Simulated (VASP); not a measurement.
# Pt (Fm-3m) in VASP: a series of runs

Pt is run at these levels: PBE; tasks: single point, relaxation of cell and atoms.

All numbers are computed with VASP 6.6.1; they aren't measurements. Logs are shortened: lines on timing, memory, paths and dates and some standing lists are left out, and cuts for length are marked.

### 1 The cell of the first run

It takes space group Fm-3m (No. 225, cubic). The conventional cell has a = 3.970 Å, b = 3.970 Å, c = 3.970 Å, α = 90.00°, β = 90.00°, γ = 90.00°. Within 3.7 Å of Pt (site symmetry m-3m) lie 12 Pt at 2.81 Å.

### 2 Single point, PBE

File INCAR:

```
SYSTEM = Pt
  ALGO = Fast
  EDIFF = 1E-7
  ENCUT = 520
  GGA = PE
  ISIF = 2
  ISMEAR = 0
  LASPH = .True.
  LCHARG = .False.
  LREAL = .False.
  LWAVE = .False.
  NBANDS = 11
  NELM = 100
  PREC = Accurate
  SIGMA = 0.1
```

File KPOINTS:

```
k-points
0
Gamma
  18 18 18
  0 0 0
```

File POSCAR:

```
Pt
1.0
    0.0000000000      1.9850617559      1.9850617559
    1.9850617559      0.0000000000      1.9850617559
    1.9850617559      1.9850617559      0.0000000000
Pt
1
Direct
    0.0000000000      0.0000000000      0.0000000000
```

Potentials or basis: VASP PAW PBE potentials, release 64 (Pt).

Run with:

```bash
$ cat potpaw_PBE.64/Pt/POTCAR > POTCAR
$ mpirun -np 1 vasp_std > vasp.out
```

OUTCAR:

```text
SYSTEM = Pt
   EDIFF = 1E-7
   ENCUT = 520
   GGA = PE
   ISIF = 2
   ISMEAR = 0
   LASPH = .True.
   LREAL = .False.
   NELM = 100
   PREC = Accurate

 ion  position               nearest neighbor table
   1  0.000  0.000  0.000-

  LATTYP: Found a face centered cubic cell.
 ALAT       =     3.9701235118

  Lattice vectors:

 A1 = (   0.0000000000,   1.9850617559,   1.9850617559)
 A2 = (   1.9850617559,   0.0000000000,   1.9850617559)
 A3 = (   1.9850617559,   1.9850617559,   0.0000000000)

Analysis of symmetry for initial positions (statically):
=====================================================================
 Subroutine PRICEL returns:
 Original cell was already a primitive cell.

 Routine SETGRP: Setting up the symmetry group for a
 face centered cubic supercell.

 Subroutine GETGRP returns: Found 48 space group operations
 (whereof 48 operations were pure point group operations)
 out of a pool of 48 trial point group operations.

The static configuration has the point symmetry O_h .

Analysis of symmetry for dynamics (positions and initial velocities):
=====================================================================
 Subroutine PRICEL returns:
 Original cell was already a primitive cell.

 Routine SETGRP: Setting up the symmetry group for a
 face centered cubic supercell.

 Subroutine GETGRP returns: Found 48 space group operations
 (whereof 48 operations were pure point group operations)
 out of a pool of 48 trial point group operations.

The dynamic configuration has the point symmetry O_h .

 Subroutine INISYM returns: Found 48 space group operations
 (whereof 48 operations are pure point group operations),
 and found     1 'primitive' translations

----------------------------------------------------------------------------------------

                                     Primitive cell

  volume of cell :      15.6442

  direct lattice vectors                    reciprocal lattice vectors
     0.000000000  1.985061756  1.985061756    -0.251881332  0.251881332  0.251881332
     1.985061756  0.000000000  1.985061756     0.251881332 -0.251881332  0.251881332
     1.985061756  1.985061756  0.000000000     0.251881332  0.251881332 -0.251881332

  length of vectors
     2.807301257  2.807301257  2.807301257     0.436271265  0.436271265  0.436271265

  position of ions in fractional coordinates (direct lattice)
     0.000000000  0.000000000  0.000000000

  ion indices of the primitive-cell ions
   primitive index   ion index
                 1           1

----------------------------------------------------------------------------------------

 KPOINTS: k-points

Automatic generation of k-mesh.
 Grid dimensions read from file:
 generate k-points for:   18   18   18

 Generating k-lattice:

  Cartesian coordinates                     Fractional coordinates (reciprocal lattice)
    -0.013993407  0.013993407  0.013993407     0.055555556  0.000000000  0.000000000
     0.013993407 -0.013993407  0.013993407     0.000000000  0.055555556  0.000000000
     0.013993407  0.013993407 -0.013993407     0.000000000  0.000000000  0.055555556

  Length of vectors
     0.024237293  0.024237293  0.024237293

  Shift w.r.t. Gamma in fractional coordinates (k-lattice)
     0.000000000  0.000000000  0.000000000

 Subroutine IBZKPT returns following result:
 ===========================================

 Found    195 irreducible k-points:

 Following reciprocal coordinates:
            Coordinates               Weight
  0.000000  0.000000  0.000000      1.000000
  0.055556  0.000000  0.000000      8.000000
  0.111111  0.000000  0.000000      8.000000
  0.166667  0.000000  0.000000      8.000000
  0.222222  0.000000  0.000000      8.000000
  0.277778  0.000000  0.000000      8.000000
[... 16 lines left out ...]
 -0.277778  0.055556  0.000000     24.000000
 -0.222222  0.055556  0.000000     24.000000
 [... further k-points ...]
   k-points           NKPTS =    195   k-points in BZ     NKDIM =    195   number of bands    NBANDS=     11
   number of dos      NEDOS =    301   number of ions     NIONS =      1
   total plane-waves  NPLWV =  13824
   dimension x,y,z NGX =    24 NGY =   24 NGZ =   24
   dimension x,y,z NGXF=    48 NGYF=   48 NGZF=   48
   ions per type =               1
   NGX,Y,Z   is equivalent  to a cutoff of  14.21, 14.21, 14.21 a.u.
   NGXF,Y,Z  is equivalent  to a cutoff of  28.43, 28.43, 28.43 a.u.
 SYSTEM =  Pt
   PREC   = accura    normal or accurate (medium, high low for compatibility)
   ISTART =      0    job   : 0-new  1-cont  2-samecut
   ICHARG =      2    charge: 1-file 2-atom 10-const
   ISPIN  =      1    spin polarized calculation?
   LNONCOLLINEAR =      F non collinear calculations
   LSORBIT =      F    spin-orbit coupling
   LASPH  =      T    aspherical Exc in radial PAW
   ENCUT  =  520.0 eV  38.22 Ry    6.18 a.u.   5.22  5.22  5.22*2*pi/ulx,y,z
   NELM   =    100;   NELMIN=  2; NELMDL= -5     # of ELM steps
   EDIFF  = 0.1E-06   stopping-criterion for ELM
   LREAL  =      F    real-space projection
   EDIFFG = 0.1E-05   stopping-criterion for IOM
   NSW    =      0    number of steps for IOM
   IBRION =     -1    ionic relax: 0-MD 1-quasi-New 2-CG
   NFREE  =      0    steps in history (QN), initial steepest desc. (CG)
   ISIF   =      2    stress and relaxation
   ISYM   =      2    0-nonsym 1-usesym 2-fastsym
   POTIM  = 0.5000    time-step for ionic-motion
   TEBEG  =    0.0;   TEEND  =   0.0 temperature during run
   PSTRESS=    0.0 pullay stress
   NELECT =      10.0000    total number of electrons
   NUPDOWN=      -1.0000    fix difference up-down
   EMIN   =  10.00;   EMAX   =-10.00  energy-range for DOS
   EFERMI =   0.00;   METHOD = LEGACY
   ISMEAR =     0;   SIGMA  =   0.10  broadening in eV -4-tet -1-fermi 0-gaus
   EFERMI_NEDOS =   21; number of points for ismear=-14 and -15
   IALGO  =     68    algorithm
   IMIX   =      4    mixing-type and parameters
     AMIX     =   0.40;   BMIX     =  1.00
     AMIX_MAG =   1.60;   BMIX_MAG =  1.00
  volume/ion in A,a.u.               =      15.64       105.57
  Fermi-wavevector in a.u.,A,eV,Ry     =   1.410233  2.664954 27.058675  1.988757
  Thomas-Fermi vector in A             =   2.532208
   LORBIT       =      0    0 simple, 1 ext, 2 COOP (PROOUT), +10 PAW based schemes
   GGA     = PE    functional components
   LHFCALC =     F    Hartree Fock is set to
   AEXX    =    0.0000 exact exchange contribution
   IVDW    =     0    specifies the selected vdW correction
   LEPSILON=     F    determine dielectric tensor
   LRPA    =     F    only Hartree local field effects (RPA)
 non-spin polarized calculation
 RMM-DIIS sequential band-by-band and
 Gauss-broadening in eV      SIGMA  =   0.10
  energy-cutoff  :      520.00
  volume of cell :       15.64
 maximum number of plane-waves:       444
 NGX is ok and might be reduce to    24
   NGX = 11   NGY = 11   NGZ = 11

 number of electron      10.0000002 magnetization

 Free energy of the ion-electron system (eV)
  ---------------------------------------------------
  ext. energy  EPLUGINS =         0.00000000
  ---------------------------------------------------
  free energy    TOTEN  =        -6.10004620 eV

  energy without entropy =       -6.08877121  energy(sigma->0) =       -6.09440871

 E-fermi :  10.5732     XC(G=0): -13.2714

 val. band max:       10.5728946211   @ k =  -0.3333   0.3889   0.1111
 cond. band min:      10.5838134863   @ k =   0.4444   0.1111   0.0000
 fundamental gap:      0.0109188652
 Fermi energy:        10.5732281655

 k-point     1 :       0.0000    0.0000    0.0000
  band No.  band energies     occupation
      1       0.7635      2.00000
      2       7.0035      2.00000
      3       7.0035      2.00000
      4       7.0035      2.00000
      5       9.0312      2.00000
      6       9.0312      2.00000
      7      25.3092      0.00000
      8      30.0685      0.00000
      9      30.0685      0.00000
     10      30.0685      0.00000
     11      35.2805      0.00000

 k-point     2 :       0.0556    0.0000    0.0000
  band No.  band energies     occupation
      1       0.8836      2.00000
      2       6.9512      2.00000
      3       7.0507      2.00000
      4       7.0507      2.00000
      5       9.0052      2.00000
      6       9.0052      2.00000
      7      25.4916      0.00000
      8      29.4023      0.00000
      9      30.2482      0.00000
     10      30.2482      0.00000
     11      35.9951      0.00000

 k-point     3 :       0.1111    0.0000    0.0000
  band No.  band energies     occupation
      1       1.2336      2.00000
      2       6.8167      2.00000
      3       7.1743      2.00000
      4       7.1743      2.00000
      5       8.9498      2.00000
      6       8.9498      2.00000
      7      25.9845      0.00000
      8      28.0015      0.00000
      9      30.7697      0.00000
     10      30.7697      0.00000
     11      36.6226      0.00000

 k-point     4 :       0.1667    0.0000    0.0000
  band No.  band energies     occupation
      1       1.7767      2.00000
      2       6.6661      2.00000
      3       7.3135      2.00000
      4       7.3135      2.00000
      5       8.9367      2.00000
      6       8.9367      2.00000
      7      26.3135      0.00000
      8      26.6705      0.00000
      9      31.5736      0.00000
     10      31.5736      0.00000
     11      35.0344      0.00000
[... 239 lines left out ...]
 k-point    22 :      -0.3333    0.0556    0.0000
  band No.  band energies     occupation
      1       3.6090      2.00000
      2       7.0988      2.00000
      3       7.2055      2.00000
      4       7.6175      2.00000
      5       9.6867      2.00000
      6      10.3871      1.99151
      7      19.9771      0.00000
      8      25.8962      0.00000
      9      29.8530      0.00000
     10      31.7991      0.00000
     11      35.0406      0.00000

 k-point    23 :      -0.2778    0.0556    0.0000
  band No.  band energies     occupation
      1       3.3059      2.00000
      2       6.8491      2.00000
      3       7.2738      2.00000
      4       7.3424      2.00000
      5       9.2229      2.00000
      6       9.9100      2.00000
      7      22.0661      0.00000
      8      26.5570      0.00000
      9      30.7202      0.00000
     10      33.5109      0.00000
     11      33.5209      0.00000

 k-point    24 :      -0.2222    0.0556    0.0000
  band No.  band energies     occupation
      1       2.7503      2.00000
      2       6.5428      2.00000
      3       7.3759      2.00000
      4       7.4393      2.00000
      5       8.8559      2.00000
      6       9.4943      2.00000
      7      24.0520      0.00000
      8      27.0414      0.00000
      9      31.2548      0.00000
     10      32.7693      0.00000
     11      33.9725      0.00000

 [... further k-points ...]

------------------------ aborting loop because EDIFF is reached ----------------------------------------

  FORCE on cell =-STRESS in cart. coord.  units (eV):
  Direction    XX          YY          ZZ          XY          YZ          ZX
  --------------------------------------------------------------------------------------
  -------------------------------------------------------------------------------------
  Total       -0.0483506     -0.0483506     -0.0483506      0.0000000      0.0000000      0.0000000
  in kB       -4.9517703     -4.9517703     -4.9517703      0.0000000      0.0000000      0.0000000
  external PRESSURE =      -4.9517703 kB  Pullay stress =       0.0000000 kB

 VOLUME and BASIS-vectors are now :
 -----------------------------------------------------------------------------
  energy-cutoff  :      520.00
  volume of cell :       15.64
      direct lattice vectors                 reciprocal lattice vectors
     0.000000000  1.985061756  1.985061756    -0.251881332  0.251881332  0.251881332
     1.985061756  0.000000000  1.985061756     0.251881332 -0.251881332  0.251881332
     1.985061756  1.985061756  0.000000000     0.251881332  0.251881332 -0.251881332

 POSITION                                       TOTAL-FORCE (eV/Angst)
 -----------------------------------------------------------------------------------
      0.00000      0.00000      0.00000         0.000000      0.000000      0.000000
 -----------------------------------------------------------------------------------
    total drift:                               -0.000000      0.000000     -0.000000

  FREE ENERGIE OF THE ION-ELECTRON SYSTEM (eV)
  ---------------------------------------------------
  free  energy   TOTEN  =        -6.1000461982 eV

  energy  without entropy=       -6.0887712131  energy(sigma->0) =       -6.09440871
```

Wall time 55 s (1 thread of Intel Xeon 8259CL, shared host); peak memory 0.17 GiB.

Results:

```
Free energy            : -6.1000 eV
Pressure               : -0.5 GPa
Band gap on the k mesh : zero (band 5 reaches 11.03 eV, above the bottom of band 6 at 8.94 eV)
```

Levels at points of the mesh, in eV from the Fermi level:
| k point | band 3 | band 4 | band 5 | band 6 | band 7 | band 8 |
| --- | --- | --- | --- | --- | --- | --- |
| (0.00, 0.00, 0.00) | -3.57 | -3.57 | -1.54 | -1.54 | 14.74 | 19.50 |
| (0.50, 0.00, 0.00) | -3.63 | -0.32 | 0.03 | 0.03 | 5.56 | 14.29 |
| (0.50, 0.50, 0.00) | -0.01 | 0.45 | 0.45 | 1.85 | 8.49 | 11.28 |

Caveat: spin-orbit coupling is left out, which moves the levels of the heavy elements.

### 3 Relaxation of cell and atoms, PBE

This run uses another cell than the first one, of 15.60 Å³/atom, 0.997 times its volume.

File INCAR:

```
SYSTEM = Pt
PREC = Accurate ; ENCUT = 600
EDIFF = 1E-6 ; ISMEAR = 0
SIGMA = 0.1 ; LREAL = .False.
LASPH = .True. ; NELM = 80
ALGO = Fast ; ISIF = 3
LWAVE = .False. ; LCHARG = .False.
GGA = PE ; IBRION = 2
NSW = 80 ; EDIFFG = -0.01
```

File KPOINTS:

```
Automatic mesh
0
Gamma
  18 18 18
  0 0 0
```

File POSCAR:

```
Pt
1.0
    0.0000000000      1.9833628013      1.9833628013
    1.9833628013      0.0000000000      1.9833628013
    1.9833628013      1.9833628013      0.0000000000
Pt
1
Direct
    0.0000000000      0.0000000000      0.0000000000
```

Potentials or basis: VASP PAW PBE potentials, release 64 (Pt).

Run with:

```bash
$ cat potpaw_PBE.64/Pt/POTCAR > POTCAR
$ mpirun -np 1 vasp_std > vasp.out
```

Wall time 74 s (1 thread of Intel Xeon 8259CL, shared host); peak memory 0.17 GiB.

Results (log left out):

```
Free energy                            : -6.1002 eV
Relaxed volume                         : 15.62 Å³/atom
Relaxed cell                           : a = 2.806 Å, b = 2.806 Å, c = 2.806 Å, α = 60.00°, β = 60.00°, γ = 60.00°
Space group after relaxing (to 0.05 Å) : Fm-3m (No. 225)
Energy gained by relaxing              : 0.0 meV/atom
Ionic steps                            : 3
Pressure after relaxing                : 0.0 GPa
Band gap on the k mesh                 : zero (band 5 reaches 11.06 eV, above the bottom of band 6 at 8.96 eV)
```

Final structure:
```cif
data_structure
_symmetry_space_group_name_H-M 'P 1'
_symmetry_Int_Tables_number 1
_cell_length_a 2.8057
_cell_length_b 2.8057
_cell_length_c 2.8057
_cell_angle_alpha 60.000
_cell_angle_beta 60.000
_cell_angle_gamma 60.000
_cell_volume 15.62
loop_
_atom_site_label
_atom_site_type_symbol
_atom_site_fract_x
_atom_site_fract_y
_atom_site_fract_z
_atom_site_occupancy
Pt1 Pt 0.00000 0.00000 0.00000 1
```

Levels at points of the mesh, in eV from the Fermi level:
| k point | band 2 | band 3 | band 4 | band 5 | band 6 | band 7 | band 8 | band 9 |
| --- | --- | --- | --- | --- | --- | --- | --- | --- |
| (0.00, 0.00, 0.00) | -3.58 | -3.58 | -3.58 | -1.55 | -1.55 | 14.73 | 19.50 | 19.50 |
| (0.50, 0.00, 0.00) | -3.64 | -3.64 | -0.33 | 0.03 | 0.03 | 5.58 | 14.29 | 18.74 |
| (0.50, 0.50, 0.00) | -6.26 | 0.00 | 0.45 | 0.45 | 1.85 | 8.51 | 11.28 | 11.28 |

Caveat: spin-orbit coupling is left out, which moves the levels of the heavy elements.
